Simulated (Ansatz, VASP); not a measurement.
## ZnS in VASP and in Ansatz

Contents of INCAR:

```
PREC = Accurate
ENCUT = 520
EDIFF = 1E-6
ISMEAR = 0
SIGMA = 0.01
LREAL = F
LASPH = T
NELM = 60
ALGO = Normal
ISIF = 2
LWAVE = F
LCHARG = F
GGA = PE
NBANDS = 36
```

Contents of KPOINTS:

```
regular mesh
0
Gamma
  9 9 9
```

Contents of POSCAR:

```
ZnS
1.0
    1.9231104709      1.1103083481      9.4492159505
   -1.9231104709      1.1103083481      9.4492159505
    0.0000000000     -2.2206166961      9.4492159505
Zn S
3 3
Direct
    0.9999659140      0.9999659140      0.9999659140
    0.2222538269      0.2222538269      0.2222538269
    0.4445321104      0.4445321104      0.4445321104
    0.0832951398      0.0832951398      0.0832951398
    0.5278530236      0.5278530236      0.5278530236
    0.3054259853      0.3054259853      0.3054259853
```

Input for Ansatz:

```yaml
crystal:
  lattice:
    - [1.9231104709, 1.1103083481, 9.4492159505]
    - [-1.9231104709, 1.1103083481, 9.4492159505]
    - [0.0, -2.2206166961, 9.4492159505]
  atoms:
    - { symbol: Zn, position: [0.999965914, 0.999965914, 0.999965914] }
    - { symbol: Zn, position: [0.2222538269, 0.2222538269, 0.2222538269] }
    - { symbol: Zn, position: [0.4445321104, 0.4445321104, 0.4445321104] }
    - { symbol: S, position: [0.0832951398, 0.0832951398, 0.0832951398] }
    - { symbol: S, position: [0.5278530236, 0.5278530236, 0.5278530236] }
    - { symbol: S, position: [0.3054259853, 0.3054259853, 0.3054259853] }
basis:
  ecutwfc: 420
  xc_grid: 2
kpoints:
  mp_grid: { grid: [9, 9, 9] }
  band_path: { path: [VBM, CBM], npoints: 2 }
hamiltonian:
  xc: pbe
scf:
  occupations: { method: gaussian, width: 0.01 }
output:
  forces: true
  stress: true
  eigenvalues: true
```

Alike in both runs: task single point; functional PBE; k mesh 9 × 9 × 9; occupations gaussian, width 0.01 eV; no spin polarisation.

|  | VASP | Ansatz |
| --- | --- | --- |
| version | VASP 6.6.1 | Ansatz 0.2.0 |
| potentials or method | VASP PAW PBE potentials, release 64 (Zn, S), cutoff 520 eV | scalar-relativistic, plane waves, PAW |
| valence electrons in the cell | 54 | 54 |

Ansatz gave:

- gap on the k mesh at the Fermi level (eV): 2.06
- least direct gap on the mesh (eV): 2.06
- pressure (GPa): 0.0

Question: What did VASP give for the same quantities?

Answer: gap on the k mesh at the Fermi level (eV): 2.06; least direct gap on the mesh (eV): 2.06; pressure (GPa): 0.1.

The functional is the same, so the differences come from potentials, cutoffs and numerics.
